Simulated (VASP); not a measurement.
A run of VASP 6.6.1 is set up as follows.

Contents of INCAR:

```
SYSTEM = Ca
ALGO = Normal ; EDIFF = 1E-8
ENCUT = 520 ; GGA = PS
ISIF = 2 ; ISMEAR = -1
LASPH = .TRUE. ; LCHARG = .FALSE.
LEFG = .TRUE. ; LREAL = .FALSE.
LWAVE = .FALSE. ; NBANDS = 11
NELM = 80 ; PREC = Accurate
SIGMA = 0.05
```

KPOINTS

```
k-points
0
G
  11 11 11
  0 0 0
```

File POSCAR:

```
Ca
1.0
    0.0000000000      2.7564359112      2.7564359112
    2.7564359112      0.0000000000      2.7564359112
    2.7564359112      2.7564359112      0.0000000000
Ca
1
Direct
    0.0000000000      0.0000000000      0.0000000000
```

Potentials or basis: VASP PAW PBE potentials, release 64 (Ca_sv).

The run is started by

```console
$ cat potpaw_PBE.64/Ca_sv/POTCAR > POTCAR
$ mpirun -np 1 vasp_std > vasp.out
```

Task: Estimate the band gap on the k mesh.

Result: Zero (bands 5 and 6 overlap by 0.26 eV).

Task: Predict the pressure.

Result: -0.5 GPa.

Caveat: the PAW data sets were made with another functional, which shifts forces and pressure a little.
